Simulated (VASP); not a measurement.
# Ga (Pm-3m) in VASP: a series of runs

The runs below take Ga through single point, relaxation of cell and atoms, with r2SCAN.

Program: VASP 6.6.1. These are calculated values, not measurements. Logs are shortened: lines on timing, memory, paths and dates and some standing lists are left out, and cuts for length are marked.

**1. The cell of the first run**

It takes space group Pm-3m (No. 221, cubic). The conventional cell has a = 2.671 Å, b = 2.671 Å, c = 2.671 Å, α = 90.00°, β = 90.00°, γ = 90.00°. Within 3.5 Å of Ga (site symmetry m-3m) lie 6 Ga at 2.67 Å.

This isn't the form of Ga at room conditions, which is orthorhombic.

**2. Single point, r2SCAN**

File POSCAR:

```
Ga
1.0
    2.6706200767      0.0000000000      0.0000000000
    0.0000000000      2.6706200767      0.0000000000
    0.0000000000      0.0000000000      2.6706200767
Ga
1
Direct
    0.0000000000      0.0000000000      0.0000000000
```

File INCAR.step1:

```
ALGO = Normal ; EDIFF = 1E-4
ENCUT = 520 ; GGA = PE
ISMEAR = -1 ; LASPH = True
LCHARG = False ; LREAL = False
LWAVE = True ; NBANDS = 12
NELM = 60 ; PREC = Accurate
SIGMA = 0.1
```

File INCAR.step2:

```
ALGO = Normal ; EDIFF = 1E-7
ENCUT = 520 ; ISIF = 2
ISMEAR = -1 ; ISTART = 1
LASPH = True ; LCHARG = True
LELF = True ; LMIXTAU = True
LREAL = False ; LVHAR = True
LWAVE = False ; METAGGA = R2SCAN
NBANDS = 12 ; NELM = 60
PREC = Accurate ; SIGMA = 0.1
```

File KPOINTS:

```
k-points
0
Gamma
  19 19 19
```

Potentials or basis: VASP PAW PBE potentials, release 64 (Ga_d).

Launch:

```sh
$ cat potpaw_PBE.64/Ga_d/POTCAR > POTCAR
$ cp INCAR.step1 INCAR
$ mpirun -np 1 vasp_std > vasp.out
$ cp INCAR.step2 INCAR
$ mpirun -np 1 vasp_std > vasp.out
```

OUTCAR:

```text
EDIFF = 1E-7
   ENCUT = 520
   ISIF = 2
   ISMEAR = -1
   ISTART = 1
   LASPH = True
   LREAL = False
   METAGGA = R2SCAN
   NELM = 60
   PREC = Accurate

 ion  position               nearest neighbor table
   1  0.000  0.000  0.000-

  LATTYP: Found a simple cubic cell.
 ALAT       =     2.6706200767

  Lattice vectors:

 A1 = (   2.6706200767,   0.0000000000,   0.0000000000)
 A2 = (   0.0000000000,   2.6706200767,   0.0000000000)
 A3 = (   0.0000000000,   0.0000000000,   2.6706200767)

Analysis of symmetry for initial positions (statically):
=====================================================================
 Subroutine PRICEL returns:
 Original cell was already a primitive cell.

 Routine SETGRP: Setting up the symmetry group for a
 simple cubic supercell.

 Subroutine GETGRP returns: Found 48 space group operations
 (whereof 48 operations were pure point group operations)
 out of a pool of 48 trial point group operations.

The static configuration has the point symmetry O_h .

Analysis of symmetry for dynamics (positions and initial velocities):
=====================================================================
 Subroutine PRICEL returns:
 Original cell was already a primitive cell.

 Routine SETGRP: Setting up the symmetry group for a
 simple cubic supercell.

 Subroutine GETGRP returns: Found 48 space group operations
 (whereof 48 operations were pure point group operations)
 out of a pool of 48 trial point group operations.

The dynamic configuration has the point symmetry O_h .

 Subroutine INISYM returns: Found 48 space group operations
 (whereof 48 operations are pure point group operations),
 and found     1 'primitive' translations

----------------------------------------------------------------------------------------

                                     Primitive cell

  volume of cell :      19.0474

  direct lattice vectors                    reciprocal lattice vectors
     2.670620077  0.000000000  0.000000000     0.374444875  0.000000000  0.000000000
     0.000000000  2.670620077  0.000000000     0.000000000  0.374444875  0.000000000
     0.000000000  0.000000000  2.670620077     0.000000000  0.000000000  0.374444875

  length of vectors
     2.670620077  2.670620077  2.670620077     0.374444875  0.374444875  0.374444875

  position of ions in fractional coordinates (direct lattice)
     0.000000000  0.000000000  0.000000000

  ion indices of the primitive-cell ions
   primitive index   ion index
                 1           1

----------------------------------------------------------------------------------------

 KPOINTS: k-points

Automatic generation of k-mesh.
 Grid dimensions read from file:
 generate k-points for:   19   19   19

 Generating k-lattice:

  Cartesian coordinates                     Fractional coordinates (reciprocal lattice)
     0.019707625  0.000000000  0.000000000     0.052631579  0.000000000  0.000000000
     0.000000000  0.019707625  0.000000000     0.000000000  0.052631579  0.000000000
     0.000000000  0.000000000  0.019707625     0.000000000  0.000000000  0.052631579

  Length of vectors
     0.019707625  0.019707625  0.019707625

  Shift w.r.t. Gamma in fractional coordinates (k-lattice)
     0.000000000  0.000000000  0.000000000

 Subroutine IBZKPT returns following result:
 ===========================================

 Found    220 irreducible k-points:

 Following reciprocal coordinates:
            Coordinates               Weight
  0.000000  0.000000  0.000000      1.000000
  0.052632  0.000000  0.000000      6.000000
  0.105263  0.000000  0.000000      6.000000
  0.157895  0.000000  0.000000      6.000000
  0.210526  0.000000  0.000000      6.000000
  0.263158  0.000000  0.000000      6.000000
[... 16 lines left out ...]
  0.263158  0.105263  0.000000     24.000000
  0.315789  0.105263  0.000000     24.000000
 [... further k-points ...]
   k-points           NKPTS =    220   k-points in BZ     NKDIM =    220   number of bands    NBANDS=     12
   number of dos      NEDOS =    301   number of ions     NIONS =      1
   total plane-waves  NPLWV =   8000
   dimension x,y,z NGX =    20 NGY =   20 NGZ =   20
   dimension x,y,z NGXF=    40 NGYF=   40 NGZF=   40
   ions per type =               1
   NGX,Y,Z   is equivalent  to a cutoff of  12.45, 12.45, 12.45 a.u.
   NGXF,Y,Z  is equivalent  to a cutoff of  24.90, 24.90, 24.90 a.u.
 SYSTEM =  unknown system
   PREC   = accura    normal or accurate (medium, high low for compatibility)
   ISTART =      1    job   : 0-new  1-cont  2-samecut
   ICHARG =      0    charge: 1-file 2-atom 10-const
   ISPIN  =      1    spin polarized calculation?
   LNONCOLLINEAR =      F non collinear calculations
   LSORBIT =      F    spin-orbit coupling
   LASPH  =      T    aspherical Exc in radial PAW
   ENCUT  =  520.0 eV  38.22 Ry    6.18 a.u.   4.97  4.97  4.97*2*pi/ulx,y,z
   NELM   =     60;   NELMIN=  2; NELMDL=  0     # of ELM steps
   EDIFF  = 0.1E-06   stopping-criterion for ELM
   LREAL  =      F    real-space projection
   EDIFFG = 0.1E-05   stopping-criterion for IOM
   NSW    =      0    number of steps for IOM
   IBRION =     -1    ionic relax: 0-MD 1-quasi-New 2-CG
   NFREE  =      0    steps in history (QN), initial steepest desc. (CG)
   ISIF   =      2    stress and relaxation
   ISYM   =      2    0-nonsym 1-usesym 2-fastsym
   POTIM  = 0.5000    time-step for ionic-motion
   TEBEG  =    0.0;   TEEND  =   0.0 temperature during run
   PSTRESS=    0.0 pullay stress
   NELECT =      13.0000    total number of electrons
   NUPDOWN=      -1.0000    fix difference up-down
   EMIN   =  10.00;   EMAX   =-10.00  energy-range for DOS
   EFERMI =   0.00;   METHOD = LEGACY
   ISMEAR =    -1;   SIGMA  =   0.10  broadening in eV -4-tet -1-fermi 0-gaus
   EFERMI_NEDOS =   21; number of points for ismear=-14 and -15
   IALGO  =     38    algorithm
   IMIX   =      4    mixing-type and parameters
     AMIX     =   0.40;   BMIX     =  1.00
     AMIX_MAG =   1.60;   BMIX_MAG =  1.00
  volume/ion in A,a.u.               =      19.05       128.54
  Fermi-wavevector in a.u.,A,eV,Ry     =   1.441376  2.723805 28.266970  2.077564
  Thomas-Fermi vector in A             =   2.560015
   LORBIT       =      0    0 simple, 1 ext, 2 COOP (PROOUT), +10 PAW based schemes
   METAGGA = R2SCAN    functional components
   LHFCALC =     F    Hartree Fock is set to
   AEXX    =    0.0000 exact exchange contribution
   IVDW    =     0    specifies the selected vdW correction
   LEPSILON=     F    determine dielectric tensor
   LRPA    =     F    only Hartree local field effects (RPA)
 non-spin polarized calculation
  energy-cutoff  :      520.00
  volume of cell :       19.05
 maximum number of plane-waves:       523
 NGX is ok and might be reduce to    20
   NGX =  9   NGY =  9   NGZ =  9

 number of electron      12.9999997 magnetization

 Free energy of the ion-electron system (eV)
  ---------------------------------------------------
  ext. energy  EPLUGINS =         0.00000000
  ---------------------------------------------------
  free energy    TOTEN  =       -11.30580604 eV

  energy without entropy =      -11.29043785  energy(sigma->0) =      -11.29812195

 E-fermi :   5.0344     XC(G=0): -11.9377

 val. band max:        5.0220574880   @ k =   0.3684   0.3158   0.0000
 cond. band min:       5.0694891183   @ k =   0.4737   0.4737   0.3158
 fundamental gap:      0.0474316303
 Fermi energy:         5.0343622492

 k-point     1 :       0.0000    0.0000    0.0000
  band No.  band energies     occupation
      1     -10.6353      2.00000
      2     -10.6353      2.00000
      3     -10.0260      2.00000
      4     -10.0260      2.00000
      5     -10.0260      2.00000
      6      -6.3786      2.00000
      7      14.9040      0.00000
      8      14.9040      0.00000
      9      14.9040      0.00000
     10      17.7677      0.00000
     11      17.7677      0.00000
     12      21.4293      0.00000

 k-point     2 :       0.0526    0.0000    0.0000
  band No.  band energies     occupation
      1     -10.6340      2.00000
      2     -10.6244      2.00000
      3     -10.0306      2.00000
      4     -10.0306      2.00000
      5     -10.0256      2.00000
      6      -6.3172      2.00000
      7      13.8017      0.00000
      8      14.9691      0.00000
      9      14.9691      0.00000
     10      17.8193      0.00000
     11      18.6813      0.00000
     12      21.7651      0.00000

 k-point     3 :       0.1053    0.0000    0.0000
  band No.  band energies     occupation
      1     -10.6302      2.00000
      2     -10.5932      2.00000
      3     -10.0438      2.00000
      4     -10.0438      2.00000
      5     -10.0245      2.00000
      6      -6.1323      2.00000
      7      11.9343      0.00000
      8      15.1628      0.00000
      9      15.1628      0.00000
     10      17.9741      0.00000
     11      19.7547      0.00000
     12      22.9969      0.00000

 k-point     4 :       0.1579    0.0000    0.0000
  band No.  band energies     occupation
      1     -10.6242      2.00000
      2     -10.5462      2.00000
      3     -10.0643      2.00000
      4     -10.0643      2.00000
      5     -10.0228      2.00000
      6      -5.8223      2.00000
      7      10.0070      0.00000
      8      15.4808      0.00000
      9      15.4808      0.00000
     10      18.2323      0.00000
     11      20.3584      0.00000
     12      25.0338      0.00000

 k-point     5 :       0.2105    0.0000    0.0000
  band No.  band energies     occupation
      1     -10.6168      2.00000
      2     -10.4894      2.00000
      3     -10.0895      2.00000
      4     -10.0895      2.00000
      5     -10.0206      2.00000
      6      -5.3853      2.00000
      7       8.1354      0.00000
      8      15.9150      0.00000
      9      15.9150      0.00000
     10      18.5940      0.00000
     11      20.8101      0.00000
     12      27.3823      0.00000
[... 228 lines left out ...]
      1     -10.5966      2.00000
      2     -10.5238      2.00000
      3     -10.0863      2.00000
      4     -10.0626      2.00000
      5     -10.0402      2.00000
      6      -5.5763      2.00000
      7      10.1889      0.00000
      8      12.6061      0.00000
      9      15.7401      0.00000
     10      19.3758      0.00000
     11      22.6346      0.00000
     12      25.1562      0.00000

 k-point    22 :       0.2105    0.1053    0.0000
  band No.  band energies     occupation
      1     -10.5876      2.00000
      2     -10.4666      2.00000
      3     -10.1141      2.00000
      4     -10.0877      2.00000
      5     -10.0380      2.00000
      6      -5.1402      2.00000
      7       8.3498      0.00000
      8      12.9951      0.00000
      9      16.1747      0.00000
     10      19.7585      0.00000
     11      23.0415      0.00000
     12      26.3477      0.00000

 k-point    23 :       0.2632    0.1053    0.0000
  band No.  band energies     occupation
      1     -10.5789      2.00000
      2     -10.4052      2.00000
      3     -10.1440      2.00000
      4     -10.1148      2.00000
      5     -10.0355      2.00000
      6      -4.5775      2.00000
      7       6.5805      0.00000
      8      13.5112      0.00000
      9      16.7123      0.00000
     10      20.2219      0.00000
     11      23.1419      0.00000
     12      25.4792      0.00000

 k-point    24 :       0.3158    0.1053    0.0000
  band No.  band energies     occupation
      1     -10.5708      2.00000
      2     -10.3471      2.00000
      3     -10.1728      2.00000
      4     -10.1411      2.00000
      5     -10.0330      2.00000
      6      -3.8911      2.00000
      7       4.9152      1.53403
      8      14.1249      0.00000
      9      17.3295      0.00000
     10      20.7568      0.00000
     11      22.5956      0.00000
     12      25.0651      0.00000

 [... further k-points ...]

------------------------ aborting loop because EDIFF is reached ----------------------------------------

  FORCE on cell =-STRESS in cart. coord.  units (eV):
  Direction    XX          YY          ZZ          XY          YZ          ZX
  --------------------------------------------------------------------------------------
  -------------------------------------------------------------------------------------
  Total        0.0313298      0.0313298      0.0313298      0.0000000      0.0000000     -0.0000000
  in kB        2.6353094      2.6353094      2.6353094      0.0000000      0.0000000     -0.0000000
  external PRESSURE =       2.6353094 kB  Pullay stress =       0.0000000 kB

 VOLUME and BASIS-vectors are now :
 -----------------------------------------------------------------------------
  energy-cutoff  :      520.00
  volume of cell :       19.05
      direct lattice vectors                 reciprocal lattice vectors
     2.670620077  0.000000000  0.000000000     0.374444875  0.000000000  0.000000000
     0.000000000  2.670620077  0.000000000     0.000000000  0.374444875  0.000000000
     0.000000000  0.000000000  2.670620077     0.000000000  0.000000000  0.374444875

 POSITION                                       TOTAL-FORCE (eV/Angst)
 -----------------------------------------------------------------------------------
      0.00000      0.00000      0.00000         0.000000      0.000000      0.000000
 -----------------------------------------------------------------------------------
    total drift:                               -0.000000     -0.000000     -0.000000

  FREE ENERGIE OF THE ION-ELECTRON SYSTEM (eV)
  ---------------------------------------------------
  free  energy   TOTEN  =       -11.3058060445 eV

  energy  without entropy=      -11.2904378502  energy(sigma->0) =      -11.29812195
```

Wall time 3 min (1 thread of AMD EPYC 7R13, shared host); peak memory 0.13 GiB.

What came out:

| Property | Result |
| --- | --- |
| Free energy | -11.3058 eV |
| Pressure | 0.3 GPa |
| Band gap on the k mesh | zero (an odd number of electrons rules out a gap without spin polarisation) |

Caveat: the PAW data sets were made with another functional, which shifts forces and pressure a little.

**3. Relaxation of cell and atoms, r2SCAN**

This run uses another cell than the first one, of 21.16 Å³/atom.

File POSCAR:

```
Ga
1.0
    2.7660252371      0.0000000000      0.0000000000
    0.0000000000      2.7660252371      0.0000000000
    0.0000000000      0.0000000000      2.7660252371
Ga
1
Direct
    0.0000000000      0.0000000000      0.0000000000
```

File INCAR.step1:

```
SYSTEM = Ga
PREC     = Accurate       ! precision mode
ENCUT    = 600            ! plane-wave cutoff, eV
ISMEAR   = -1             ! smearing method
SIGMA    = 0.1            ! smearing width, eV
LREAL    = .False.        ! projectors in reciprocal space
LASPH    = .True.         ! aspherical terms in the spheres
NELM     = 80             ! most SCF steps
GGA      = PE             ! functional
ALGO     = Normal         ! electronic algorithm
EDIFF    = 1E-4           ! SCF threshold, eV
LWAVE    = .True.         ! write WAVECAR
LCHARG   = .False.        ! write CHGCAR
```

File INCAR.step2:

```
SYSTEM = Ga
PREC     = Accurate       ! precision mode
ENCUT    = 600            ! plane-wave cutoff, eV
EDIFF    = 1E-7           ! SCF threshold, eV
ISMEAR   = -1             ! smearing method
SIGMA    = 0.1            ! smearing width, eV
LREAL    = .False.        ! projectors in reciprocal space
LASPH    = .True.         ! aspherical terms in the spheres
NELM     = 80             ! most SCF steps
ALGO     = Normal         ! electronic algorithm
ISIF     = 3              ! what is computed and relaxed
LWAVE    = .False.        ! write WAVECAR
LCHARG   = .False.        ! write CHGCAR
METAGGA  = R2SCAN         ! meta-GGA
LMIXTAU  = .True.       
IBRION   = 2              ! ionic algorithm
NSW      = 80             ! ionic steps
EDIFFG   = -0.01          ! ionic threshold
ISTART   = 1
```

File KPOINTS:

```
regular mesh
0
Gamma
  11 11 11
  0 0 0
```

Potentials or basis: VASP PAW PBE potentials, release 64 (Ga_d).

Launch:

```sh
$ cat potpaw_PBE.64/Ga_d/POTCAR > POTCAR
$ cp INCAR.step1 INCAR
$ mpirun -np 1 vasp_std > vasp.out
$ cp INCAR.step2 INCAR
$ mpirun -np 1 vasp_std > vasp.out
```

Run time: 3.1 min. Hardware: 1 thread of AMD EPYC 7R13, shared host; peak memory 0.13 GiB.

It converged, with:

```
Free energy                           : -11.3108 eV
Relaxed volume                        : 19.05 Å³/atom
Relaxed cell                          : a = 2.671 Å, b = 2.671 Å, c = 2.671 Å, α = 90.00°, β = 90.00°, γ = 90.00°
Space group after relaxing (to 0.1 Å) : Pm-3m (No. 221)
Energy gained by relaxing             : 32.6 meV/atom
Ionic steps                           : 3
Pressure after relaxing               : -0.1 GPa
Band gap on the k mesh                : zero (an odd number of electrons rules out a gap without spin polarisation)
```

The path:
| step | energy change (eV) | largest force (eV/Å) | pressure (GPa) | volume (Å³) |
| --- | --- | --- | --- | --- |
| 1 | 0.0000 | 0.0000 | -4.39 | 21.16 |
| 2 | -0.0311 | 0.0000 | -1.08 | 19.44 |
| 3 | -0.0326 | 0.0000 | -0.08 | 19.05 |

Final structure:
```xyz
1
Lattice="2.6707 0.0000 0.0000 0.0000 2.6707 0.0000 0.0000 0.0000 2.6707" Properties=species:S:1:pos:R:3 pbc="T T T"
Ga    0.0000    0.0000    0.0000
```

Levels at points of the mesh, in eV from the Fermi level:
```tsv
k point	band 3	band 4	band 5	band 6	band 7	band 8	band 9	band 10
(0.00, 0.00, 0.00)	-15.11	-15.11	-15.11	-11.46	9.83	9.83	9.83	12.69
```

Caveat: the PAW data sets were made with another functional, which shifts forces and pressure a little.

[end of part 1 of 2]
